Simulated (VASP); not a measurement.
# MoW4 (R-3m) in VASP: single point with PBE

Aim: the single point of MoW4 with PBE.

Everything below comes from runs of VASP 6.6.1. Logs are shortened: lines on timing, memory, paths and dates and some standing lists are left out, and cuts for length are marked.

## (1) The cell of the first run

It takes space group R-3m (No. 166, trigonal). The conventional cell has a = 4.623 Å, b = 4.623 Å, c = 14.154 Å, α = 90.00°, β = 90.00°, γ = 120.00°. Within 3.7 Å of Mo (site symmetry -3m) lie 14 W at 2.83 to 3.27 Å. W (site symmetry 3m) has 10 W at 2.83 to 3.27 Å and 4 Mo at 2.83 to 3.27 Å within 3.7 Å. Within 3.7 Å of W (site symmetry 3m) lie 3 Mo at 2.83 Å and 11 W at 2.83 to 3.27 Å.

## (2) Single point, PBE

Input file INCAR:

```
PREC = Accurate
ENCUT = 520
EDIFF = 1E-6
ISMEAR = 0
SIGMA = 0.1
LREAL = F
LASPH = T
NELM = 100
ALGO = Fast
ISIF = 2
LWAVE = F
LCHARG = F
GGA = PE
NBANDS = 43
```

Input file KPOINTS:

```
regular mesh
0
Gamma
  6 6 6
```

Input file POSCAR:

```
MoW4
1.0
    2.3112590000      1.3344060000      4.7178376700
   -2.3112590000      1.3344060000      4.7178376700
    0.0000000000     -2.6688120100      4.7178376700
Mo W
1 4
Direct
    0.5000000000      0.5000000000      0.5000000000
    0.7000000000      0.7000000000      0.7000000000
    0.1000000000      0.1000000000      0.1000000000
    0.9000000000      0.9000000000      0.9000000000
    0.3000000000      0.3000000000      0.3000000000
```

Potentials or basis: VASP PAW PBE potentials, release 64 (Mo_sv, W_sv).

Command:

```console
> cat potpaw_PBE.64/Mo_sv/POTCAR potpaw_PBE.64/W_sv/POTCAR > POTCAR
> mpirun -np 1 vasp_std > vasp.out
```

OUTCAR:

```text
PREC = Accurate
   ENCUT = 520
   EDIFF = 1E-6
   ISMEAR = 0
   LREAL = F
   LASPH = T
   NELM = 100
   ISIF = 2
   GGA = PE

 ion  position               nearest neighbor table
   1  0.500  0.500  0.500-   3 2.83   4 2.83   5 2.83   2 2.83   3 2.83   3 2.83   4 2.83   4 2.83
                             2 3.27   5 3.27   2 3.27   5 3.27   2 3.27   5 3.27
   2  0.700  0.700  0.700-   3 2.83   5 2.83   4 2.83   1 2.83   3 2.83   3 2.83   5 2.83   5 2.83
                             1 3.27   4 3.27   1 3.27   1 3.27   4 3.27   4 3.27
   3  0.100  0.100  0.100-   2 2.83   1 2.83   5 2.83   4 2.83   2 2.83   2 2.83   1 2.83   1 2.83
                             4 3.27   5 3.27   4 3.27   4 3.27   5 3.27   5 3.27
   4  0.900  0.900  0.900-   1 2.83   5 2.83   2 2.83   3 2.83   1 2.83   1 2.83   5 2.83   5 2.83
                             3 3.27   2 3.27   3 3.27   3 3.27   2 3.27   2 3.27
   5  0.300  0.300  0.300-   4 2.83   2 2.83   3 2.83   1 2.83   4 2.83   4 2.83   2 2.83   2 2.83
                             1 3.27   3 3.27   1 3.27   1 3.27   3 3.27   3 3.27

  LATTYP: Found a trigonal (rhomboedric) cell.
 ALAT       =     5.4203828111
 COS(alpha) =     0.6363636353

  Lattice vectors:

 A1 = (   2.3112590000,   1.3344060000,   4.7178376700)
 A2 = (  -2.3112590000,   1.3344060000,   4.7178376700)
 A3 = (   0.0000000000,  -2.6688120100,   4.7178376700)

Analysis of symmetry for initial positions (statically):
=====================================================================
 Subroutine PRICEL returns:
 Original cell was already a primitive cell.

 Routine SETGRP: Setting up the symmetry group for a
 trigonal (rhombohedral) supercell.

 Subroutine GETGRP returns: Found 12 space group operations
 (whereof 12 operations were pure point group operations)
 out of a pool of 12 trial point group operations.

The static configuration has the point symmetry D_3d.

Analysis of symmetry for dynamics (positions and initial velocities):
=====================================================================
 Subroutine PRICEL returns:
 Original cell was already a primitive cell.

 Routine SETGRP: Setting up the symmetry group for a
 trigonal (rhombohedral) supercell.

 Subroutine GETGRP returns: Found 12 space group operations
 (whereof 12 operations were pure point group operations)
 out of a pool of 12 trial point group operations.

The dynamic configuration has the point symmetry D_3d.

 Subroutine INISYM returns: Found 12 space group operations
 (whereof 12 operations are pure point group operations),
 and found     1 'primitive' translations

----------------------------------------------------------------------------------------

                                     Primitive cell

  volume of cell :      87.3033

  direct lattice vectors                    reciprocal lattice vectors
     2.311259000  1.334406000  4.717837670     0.216332311  0.124899518  0.070653837
    -2.311259000  1.334406000  4.717837670    -0.216332311  0.124899518  0.070653837
     0.000000000 -2.668812010  4.717837670     0.000000000 -0.249799036  0.070653837

  length of vectors
     5.420382811  5.420382811  5.420382812     0.259598773  0.259598773  0.259598773

  position of ions in fractional coordinates (direct lattice)
     0.500000000  0.500000000  0.500000000
     0.700000000  0.700000000  0.700000000
     0.100000000  0.100000000  0.100000000
     0.900000000  0.900000000  0.900000000
     0.300000000  0.300000000  0.300000000

  ion indices of the primitive-cell ions
   primitive index   ion index
                 1           1
                 2           2
                 3           3
                 4           4
                 5           5

----------------------------------------------------------------------------------------

 KPOINTS: regular mesh

Automatic generation of k-mesh.
 Grid dimensions read from file:
 generate k-points for:    6    6    6

 Generating k-lattice:

  Cartesian coordinates                     Fractional coordinates (reciprocal lattice)
     0.036055385  0.020816586  0.011775640     0.166666667  0.000000000  0.000000000
    -0.036055385  0.020816586  0.011775640     0.000000000  0.166666667  0.000000000
     0.000000000 -0.041633173  0.011775639     0.000000000  0.000000000  0.166666667

  Length of vectors
     0.043266462  0.043266462  0.043266462

  Shift w.r.t. Gamma in fractional coordinates (k-lattice)
     0.000000000  0.000000000  0.000000000

 Subroutine IBZKPT returns following result:
 ===========================================

 Found     32 irreducible k-points:

 Following reciprocal coordinates:
            Coordinates               Weight
  0.000000  0.000000  0.000000      1.000000
  0.166667  0.000000 -0.000000      6.000000
  0.333333  0.000000  0.000000      6.000000
  0.500000  0.000000 -0.000000      3.000000
  0.166667  0.166667 -0.000000      6.000000
  0.333333  0.166667  0.000000     12.000000
[... 16 lines left out ...]
  0.500000  0.500000  0.166667      6.000000
 -0.333333  0.500000  0.166667     12.000000
 [... further k-points ...]
   k-points           NKPTS =     32   k-points in BZ     NKDIM =     32   number of bands    NBANDS=     43
   number of dos      NEDOS =    301   number of ions     NIONS =      5
   total plane-waves  NPLWV =  64000
   dimension x,y,z NGX =    40 NGY =   40 NGZ =   40
   dimension x,y,z NGXF=    80 NGYF=   80 NGZF=   80
   ions per type =               1   4
   NGX,Y,Z   is equivalent  to a cutoff of  12.27, 12.27, 12.27 a.u.
   NGXF,Y,Z  is equivalent  to a cutoff of  24.54, 24.54, 24.54 a.u.
 SYSTEM =  unknown system
   PREC   = accura    normal or accurate (medium, high low for compatibility)
   ISTART =      0    job   : 0-new  1-cont  2-samecut
   ICHARG =      2    charge: 1-file 2-atom 10-const
   ISPIN  =      1    spin polarized calculation?
   LNONCOLLINEAR =      F non collinear calculations
   LSORBIT =      F    spin-orbit coupling
   LASPH  =      T    aspherical Exc in radial PAW
   ENCUT  =  520.0 eV  38.22 Ry    6.18 a.u.  10.08 10.08 10.08*2*pi/ulx,y,z
   NELM   =    100;   NELMIN=  2; NELMDL= -5     # of ELM steps
   EDIFF  = 0.1E-05   stopping-criterion for ELM
   LREAL  =      F    real-space projection
   EDIFFG = 0.1E-04   stopping-criterion for IOM
   NSW    =      0    number of steps for IOM
   IBRION =     -1    ionic relax: 0-MD 1-quasi-New 2-CG
   NFREE  =      0    steps in history (QN), initial steepest desc. (CG)
   ISIF   =      2    stress and relaxation
   ISYM   =      2    0-nonsym 1-usesym 2-fastsym
   POTIM  = 0.5000    time-step for ionic-motion
   TEBEG  =    0.0;   TEEND  =   0.0 temperature during run
   PSTRESS=    0.0 pullay stress
   NELECT =      70.0000    total number of electrons
   NUPDOWN=      -1.0000    fix difference up-down
   EMIN   =  10.00;   EMAX   =-10.00  energy-range for DOS
   EFERMI =   0.00;   METHOD = LEGACY
   ISMEAR =     0;   SIGMA  =   0.10  broadening in eV -4-tet -1-fermi 0-gaus
   EFERMI_NEDOS =   21; number of points for ismear=-14 and -15
   IALGO  =     68    algorithm
   IMIX   =      4    mixing-type and parameters
     AMIX     =   0.40;   BMIX     =  1.00
     AMIX_MAG =   1.60;   BMIX_MAG =  1.00
  volume/ion in A,a.u.               =      17.46       117.83
  Fermi-wavevector in a.u.,A,eV,Ry     =   1.520888  2.874062 31.471640  2.313100
  Thomas-Fermi vector in A             =   2.629678
   LORBIT       =      0    0 simple, 1 ext, 2 COOP (PROOUT), +10 PAW based schemes
   GGA     = PE    functional components
   LHFCALC =     F    Hartree Fock is set to
   AEXX    =    0.0000 exact exchange contribution
   IVDW    =     0    specifies the selected vdW correction
   LEPSILON=     F    determine dielectric tensor
   LRPA    =     F    only Hartree local field effects (RPA)
 non-spin polarized calculation
 RMM-DIIS sequential band-by-band and
 Gauss-broadening in eV      SIGMA  =   0.10
  energy-cutoff  :      520.00
  volume of cell :       87.30
 maximum number of plane-waves:      2371
   NGX = 21   NGY = 21   NGZ = 21

 number of electron      70.0000003 magnetization

 Free energy of the ion-electron system (eV)
  ---------------------------------------------------
  ext. energy  EPLUGINS =         0.00000000
  ---------------------------------------------------
  free energy    TOTEN  =       -62.32336603 eV

  energy without entropy =      -62.31400530  energy(sigma->0) =      -62.31868567

 E-fermi :  10.2015     XC(G=0): -13.0404

 val. band max:       10.1767954110   @ k =   0.5000   0.1667   0.1667
 cond. band min:      10.2030741524   @ k =  -0.1667   0.1667   0.0000
 fundamental gap:      0.0262787414
 Fermi energy:        10.2015045149

 k-point     1 :       0.0000    0.0000    0.0000
  band No.  band energies     occupation
      1     -64.0743      2.00000
      2     -64.0276      2.00000
      3     -63.9723      2.00000
      4     -63.9348      2.00000
      5     -50.9293      2.00000
      6     -28.4753      2.00000
[... 35 lines left out ...]
     42      12.7709      0.00000
     43      13.0812      0.00000

 k-point     2 :       0.1667    0.0000   -0.0000
  band No.  band energies     occupation
      1     -64.0697      2.00000
      2     -64.0275      2.00000
      3     -63.9731      2.00000
      4     -63.9386      2.00000
      5     -50.9294      2.00000
      6     -28.5089      2.00000
[... 35 lines left out ...]
     42      12.6210      0.00000
     43      12.9426      0.00000

 k-point     3 :       0.3333    0.0000    0.0000
  band No.  band energies     occupation
      1     -64.0596      2.00000
      2     -64.0276      2.00000
      3     -63.9747      2.00000
      4     -63.9472      2.00000
      5     -50.9297      2.00000
      6     -28.5660      2.00000
[... 35 lines left out ...]
     42      12.5914      0.00000
     43      12.8115      0.00000

 k-point     4 :       0.5000    0.0000   -0.0000
  band No.  band energies     occupation
      1     -64.0537      2.00000
      2     -64.0279      2.00000
      3     -63.9754      2.00000
      4     -63.9522      2.00000
      5     -50.9298      2.00000
      6     -28.5923      2.00000
[... 863 lines left out ...]
     42      12.3547      0.00000
     43      12.6595      0.00000

 k-point    23 :       0.5000    0.5000    0.1667
  band No.  band energies     occupation
      1     -64.0491      2.00000
      2     -64.0367      2.00000
      3     -63.9790      2.00000
      4     -63.9444      2.00000
      5     -50.9297      2.00000
      6     -28.5507      2.00000
[... 35 lines left out ...]
     42      12.5944      0.00000
     43      12.6569      0.00000

 k-point    24 :      -0.3333    0.5000    0.1667
  band No.  band energies     occupation
      1     -64.0468      2.00000
      2     -64.0348      2.00000
      3     -63.9743      2.00000
      4     -63.9532      2.00000
      5     -50.9298      2.00000
      6     -28.5433      2.00000
[... 35 lines left out ...]
     42      12.7728      0.00000
     43      13.0260      0.00000

 [... further k-points ...]
[... 5 lines left out ...]
  --------------------------------------------------------------------------------------
  -------------------------------------------------------------------------------------
  Total      -10.8418079    -10.8418079    -11.2920860      0.0000000      0.0000000     -0.0000000
  in kB     -198.9671795   -198.9671788   -207.2306136      0.0000000      0.0000001     -0.0000000
  external PRESSURE =    -201.7216573 kB  Pullay stress =       0.0000000 kB

 VOLUME and BASIS-vectors are now :
 -----------------------------------------------------------------------------
  energy-cutoff  :      520.00
  volume of cell :       87.30
      direct lattice vectors                 reciprocal lattice vectors
     2.311259000  1.334406000  4.717837670     0.216332311  0.124899518  0.070653837
    -2.311259000  1.334406000  4.717837670    -0.216332311  0.124899518  0.070653837
     0.000000000 -2.668812010  4.717837670     0.000000000 -0.249799036  0.070653837

 POSITION                                       TOTAL-FORCE (eV/Angst)
 -----------------------------------------------------------------------------------
      0.00000     -0.00000      7.07676         0.000000     -0.000000      0.000000
      0.00000     -0.00000      9.90746        -0.000000     -0.000000      0.015927
      0.00000     -0.00000      1.41535        -0.000000      0.000000     -0.006760
      0.00000     -0.00000     12.73816        -0.000000     -0.000000      0.006760
      0.00000     -0.00000      4.24605        -0.000000      0.000000     -0.015927
 -----------------------------------------------------------------------------------
    total drift:                               -0.000000      0.000000     -0.000000

  FREE ENERGIE OF THE ION-ELECTRON SYSTEM (eV)
  ---------------------------------------------------
  free  energy   TOTEN  =       -62.3233660325 eV

  energy  without entropy=      -62.3140053014  energy(sigma->0) =      -62.31868567
```

Wall time 2.5 min (1 thread of AMD EPYC 7R13 (Zen 3), shared host); peak memory 0.26 GiB.

Results:

```
Free energy            : -62.3234 eV
Pressure               : -20.2 GPa
Largest force          : 0.016 eV/Å
Band gap on the k mesh : zero (bands 35 and 36 overlap by 2.62 eV)
```

Forces in eV/Å, atoms in the order of the input:
```
Mo   0.000  0.000  0.000
W    0.000  0.000  0.016
W    0.000  0.000 -0.007
W    0.000  0.000  0.007
W    0.000  0.000 -0.016
```

Stress tensor (GPa, compression positive):
```
-19.90   0.00   0.00
  0.00 -19.90   0.00
  0.00   0.00 -20.72
```

Caveat: the cell stands under tension; spin-orbit coupling is left out, which moves the levels of the heavy elements.
